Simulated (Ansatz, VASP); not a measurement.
# MoW2: VASP beside Ansatz

```
Mo W
1.0
     2.49556   -4.43024    0.00000
     2.49556    4.43024    0.00000
     0.00000    0.00000    5.14147
Mo W
2 4
Direct
  0.50000 0.50000 0.00000
  0.00000 0.00000 0.50000
  0.50000 0.00000 0.84811
  0.00000 0.50000 0.65189
  0.50000 0.00000 0.34811
  0.00000 0.50000 0.15189
```

Alike in both runs: functional PBE; k mesh 8 × 8 × 8; occupations gaussian, width 0.1 eV; no spin polarisation.

Ansatz relaxed the structure, and its values are those at the end. VASP's run is a single point on that final structure, the one shown.

|  | VASP | Ansatz |
| --- | --- | --- |
| version | VASP 6.6.1 | Ansatz 0.2.0 |
| potentials or method | VASP PAW PBE potentials, release 64 (Mo_sv, W_sv), cutoff 520 eV | scalar-relativistic, plane waves, PAW |
| valence electrons in the cell | 84 | 84 |

Ansatz gave:

```
gap on the k mesh at the Fermi level (eV) : none
pressure (GPa)                            : 0.0
```

Q: Which values does VASP return?

A: gap on the k mesh at the Fermi level (eV): none; pressure (GPa): 0.5.

A gap of «none» marks a metal or a gap that the smearing closes.

Neither program's run includes spin-orbit coupling.
